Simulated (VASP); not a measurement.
A run of VASP 6.6.1:

The input INCAR:

```
PREC     = Accurate       # precision mode
ENCUT    = 600            # plane-wave cutoff, eV
EDIFF    = 1E-6           # SCF threshold, eV
ISMEAR   = 0              # smearing method
SIGMA    = 0.1            # smearing width, eV
LREAL    = F              # projectors in reciprocal space
LASPH    = T              # aspherical terms in the spheres
NELM     = 120            # most SCF steps
ALGO     = Normal         # electronic algorithm
ISIF     = 2              # what is computed and relaxed
LWAVE    = F              # write WAVECAR
LCHARG   = T              # write CHGCAR
GGA      = PE             # functional
LELF     = T              # ELF
LVHAR    = T            
NBANDS   = 30             # bands
GGA_COMPAT= F
```

Contents of KPOINTS:

```
regular mesh
0
Gamma
  12 12 4
```

File POSCAR:

```
Ge2Sb2O
1.0
    3.0296841022      0.0000000000      0.0000000000
    0.0000000000      3.0296841022      0.0000000000
    0.0000000000      0.0000000000     11.6207694487
Ge Sb O
2 2 1
Direct
    0.5000000000      0.5000000000      0.5000000000
    0.5000000000      0.5000000000      0.0000000000
    0.5000000000      0.5000000000      0.7522201555
    0.5000000000      0.5000000000      0.2477798445
    0.0000000000      0.0000000000      0.0000000000
```

Potentials or basis: VASP PAW PBE potentials, release 64 (Ge_d, Sb, O).

Run with:

```bash
$ cat potpaw_PBE.64/Ge_d/POTCAR potpaw_PBE.64/Sb/POTCAR potpaw_PBE.64/O/POTCAR > POTCAR
$ mpirun -np 1 vasp_std > vasp.out
```

Hardware: 1 thread of Intel(R) Xeon(R) 6975P-C (Granite Rapids), with other jobs on the host.

Question: How long does it take, and how much memory?

Answer: It took 110 s on 1 thread of Intel(R) Xeon(R) 6975P-C (Granite Rapids), with other jobs on the host, peak memory 0.44 GiB. Counts: scf iterations 14, k points 84.
